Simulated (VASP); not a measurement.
# Se in VASP: further runs, part 2 of 2

VASP 6.6.1. The steps go on from the part before.

### 3 Single point, PBEsol

This run uses another cell than the first one, of 29.17 Å³/atom.

INCAR reads:

```
SYSTEM = Se
  ALGO = Normal
  EDIFF = 1E-7
  ENCUT = 520
  GGA = PS
  ISIF = 2
  ISMEAR = -1
  LASPH = .True.
  LCHARG = .False.
  LREAL = .False.
  LWAVE = .False.
  NBANDS = 16
  NELM = 60
  PREC = Accurate
  SIGMA = 0.02
```

KPOINTS reads:

```
k-points
0
Gamma
  9 9 7
  0 0 0
```

POSCAR reads:

```
Se
1.0
    4.5048207049      0.0000000000      0.0000000000
   -2.2524103524      3.9012891699      0.0000000000
    0.0000000000      0.0000000000      4.9787963167
Se
3
Direct
    0.2178929800      0.0000000000      0.3333333300
    0.0000000000      0.2178929800      0.6666666700
    0.7821070200      0.7821070200      0.0000000000
```

Potentials or basis: VASP PAW PBE potentials, release 64 (Se).

The run is started by

```console
cat potpaw_PBE.64/Se/POTCAR > POTCAR
mpirun -np 1 vasp_std > vasp.out
```

OUTCAR:

```text
SYSTEM = Se
   EDIFF = 1E-7
   ENCUT = 520
   GGA = PS
   ISIF = 2
   ISMEAR = -1
   LASPH = .True.
   LREAL = .False.
   NELM = 60
   PREC = Accurate

 ion  position               nearest neighbor table
   1  0.218  0.000  0.333-   3 2.38   2 2.38
   2  0.000  0.218  0.667-   3 2.38   1 2.38
   3  0.782  0.782  0.000-   2 2.38   1 2.38

  LATTYP: Found a hexagonal cell.
 ALAT       =     4.5048207049
 C/A-ratio  =     1.1052152001

[... 650 lines left out ...]

  FORCE on cell =-STRESS in cart. coord.  units (eV):
  Direction    XX          YY          ZZ          XY          YZ          ZX
  --------------------------------------------------------------------------------------
  -------------------------------------------------------------------------------------
  Total       -0.5099378     -0.5099378     -0.1087343     -0.0000000      0.0000000      0.0000000
  in kB       -9.3372245     -9.3372245     -1.9909807     -0.0000000      0.0000000      0.0000000
  external PRESSURE =      -6.8884766 kB  Pullay stress =       0.0000000 kB

 VOLUME and BASIS-vectors are now :
 -----------------------------------------------------------------------------
  energy-cutoff  :      520.00
  volume of cell :       87.50
      direct lattice vectors                 reciprocal lattice vectors
     4.504820705  0.000000000  0.000000000     0.221984417  0.128162763  0.000000000
    -2.252410352  3.901289170  0.000000000     0.000000000  0.256325526  0.000000000
     0.000000000  0.000000000  4.978796317     0.000000000  0.000000000  0.200851759

 POSITION                                       TOTAL-FORCE (eV/Angst)
 -----------------------------------------------------------------------------------
      0.98157      0.00000      1.65960         0.195336     -0.000000      0.000000
     -0.49078      0.85006      3.31920        -0.097668      0.169166     -0.000000
      1.76163      3.05123      0.00000        -0.097668     -0.169166     -0.000000
 -----------------------------------------------------------------------------------
    total drift:                                0.000003     -0.000003      0.000000

  FREE ENERGIE OF THE ION-ELECTRON SYSTEM (eV)
  ---------------------------------------------------
  free  energy   TOTEN  =       -11.4422545366 eV

  energy  without entropy=      -11.4422545366  energy(sigma->0) =      -11.44225454
```

Run time: 41 s. Hardware: 1 thread of Intel Xeon Platinum 8488C (Sapphire Rapids), shared host; peak memory 0.25 GiB.

What came out:

```
Free energy            : -11.4423 eV
Pressure               : -0.7 GPa
Largest force          : 0.195 eV/Å
Band gap on the k mesh : 1.25 eV (least direct gap 1.36 eV)
```

Forces in eV/Å, atoms in the order of the input:
```
Se   0.195  0.000  0.000
Se  -0.098  0.169  0.000
Se  -0.098 -0.169  0.000
```

Stress tensor (GPa, compression positive):
```
-0.93  0.00  0.00
 0.00 -0.93  0.00
 0.00  0.00 -0.20
```

Caveat: the PAW data sets were made with another functional, which shifts forces and pressure a little.

### 4 Single point, PBEsol

This run uses another cell than the first one, of 30.04 Å³/atom.

INCAR reads:

```
SYSTEM = Se
PREC = Accurate ; ENCUT = 520
EDIFF = 1E-6 ; ISMEAR = -1
SIGMA = 0.02 ; LREAL = .FALSE.
LASPH = .TRUE. ; NELM = 100
ALGO = Normal ; ISIF = 2
LWAVE = .FALSE. ; LCHARG = .FALSE.
GGA = PS ; NBANDS = 16
```

KPOINTS reads:

```
regular mesh
0
G
  9 9 7
  0 0 0
```

POSCAR reads:

```
Se
1.0
    4.5494257910      0.0000000000      0.0000000000
   -2.2747128954      3.9399183076      0.0000000000
    0.0000000000      0.0000000000      5.0280945358
Se
3
Direct
    0.2178929800      0.0000000000      0.3333333300
    0.0000000000      0.2178929800      0.6666666700
    0.7821070200      0.7821070200      0.0000000000
```

The run is started by

```console
cat potpaw_PBE.64/Se/POTCAR > POTCAR
mpirun -np 1 vasp_std > vasp.out
```

It took 38 s on 1 thread of Intel Xeon Platinum 8488C (Sapphire Rapids), shared host; peak memory 0.25 GiB.

It converged, with:

* Free energy: -11.4195 eV
* Pressure: -2.1 GPa
* Largest force: 0.111 eV/Å
* Band gap on the k mesh: 1.21 eV (least direct gap 1.32 eV)

Forces on the atoms (eV/Å):
```
Se  -0.111  0.000  0.000
Se   0.056 -0.096  0.000
Se   0.056  0.096  0.000
```

Stress tensor (GPa, compression positive):
```
-2.00  0.00  0.00
 0.00 -2.00  0.00
 0.00  0.00 -2.16
```

Levels at points of the mesh, in eV from the valence-band top:
| k point | band 6 | band 7 | band 8 | band 9 | band 10 | band 11 | band 12 | band 13 |
| --- | --- | --- | --- | --- | --- | --- | --- | --- |
| (0.00, 0.00, 0.00) | -3.42 | -1.84 | -1.84 | -0.27 | 1.95 | 1.95 | 2.29 | 5.68 |

Caveat: the PAW data sets were made with another functional, which shifts forces and pressure a little. A k mesh can miss the band edges.

### 5 Single point, PBEsol

This run uses another cell than the first one, of 29.17 Å³/atom.

INCAR reads:

```
SYSTEM = Se
PREC     = Accurate       ! precision mode
ENCUT    = 520            ! plane-wave cutoff, eV
EDIFF    = 1E-7           ! SCF threshold, eV
ISMEAR   = -1             ! smearing method
SIGMA    = 0.02           ! smearing width, eV
LREAL    = .FALSE.        ! projectors in reciprocal space
LASPH    = .TRUE.         ! aspherical terms in the spheres
NELM     = 80             ! most SCF steps
ALGO     = Normal         ! electronic algorithm
ISIF     = 2              ! what is computed and relaxed
LWAVE    = .FALSE.        ! write WAVECAR
LCHARG   = .FALSE.        ! write CHGCAR
GGA      = PS             ! functional
NBANDS   = 16             ! bands
```

KPOINTS is that of step 4.

POSCAR reads:

```
Se
1.0
    4.5048207049      0.0000000000      0.0000000000
   -2.2524103524      3.9012891699      0.0000000000
    0.0000000000      0.0000000000      4.9787963167
Se
3
Direct
    0.2178929800      0.0000000000      0.3534185059
    0.0000000000      0.2178929800      0.6666666700
    0.7821070200      0.7821070200      0.0000000000
```

The run is started by

```console
cat potpaw_PBE.64/Se/POTCAR > POTCAR
mpirun -np 1 vasp_std > vasp.out
```

Wall time 2.8 min (1 thread of Intel Xeon Platinum 8488C (Sapphire Rapids), shared host); peak memory 0.44 GiB.

The run converged. Its results:

```
Free energy            : -11.3982 eV
Pressure               : -0.4 GPa
Largest force          : 0.961 eV/Å
Band gap on the k mesh : 0.96 eV (least direct gap 1.25 eV)
```

Forces in eV/Å, atoms in the order of the input:
```
Se   0.312 -0.219 -0.882
Se  -0.345  0.313  0.489
Se   0.034 -0.093  0.393
```

Stress tensor (GPa, compression positive):
```
-0.60 -0.82 -2.17
-0.82 -0.79  0.14
-2.17  0.14  0.07
```

Levels at points of the mesh, in eV from the valence-band top:
| k point | band 7 | band 8 | band 9 | band 10 | band 11 | band 12 |
| --- | --- | --- | --- | --- | --- | --- |
| (0.00, 0.00, 0.00) | -2.16 | -1.99 | -0.41 | 1.67 | 1.99 | 2.29 |

Caveat: the PAW data sets were made with another functional, which shifts forces and pressure a little. A k mesh can miss the band edges.

### 6 Summary

```csv
cell,gap on the mesh (eV),pressure (GPa),largest force (eV/Å)
"a = 4.459, b = 4.459, c = 4.929 Å, angles 90.0, 90.0, 120.0°, 3 atoms, atomic positions A",1.28,0.9,0.54
"a = 4.505, b = 4.505, c = 4.979 Å, angles 90.0, 90.0, 120.0°, 3 atoms, atomic positions A",1.25,-0.7,0.20
"a = 4.549, b = 4.549, c = 5.028 Å, angles 90.0, 90.0, 120.0°, 3 atoms, atomic positions A",1.21,-2.1,0.11
"a = 4.505, b = 4.505, c = 4.979 Å, angles 90.0, 90.0, 120.0°, 3 atoms, atomic positions B",0.96,-0.4,0.96
```

Alike in all rows: task single point; level PBEsol; potentials or basis VASP PAW PBE potentials, release 64 (Se); no spin polarisation; k mesh 9 × 9 × 7; cutoff (eV) 520; smearing fermi-dirac 0.02 eV.

Caveats: the PAW data sets were made with another functional, which shifts forces and pressure a little.

Total energies depend on the potentials used, so only differences within one code and one set of settings carry meaning.
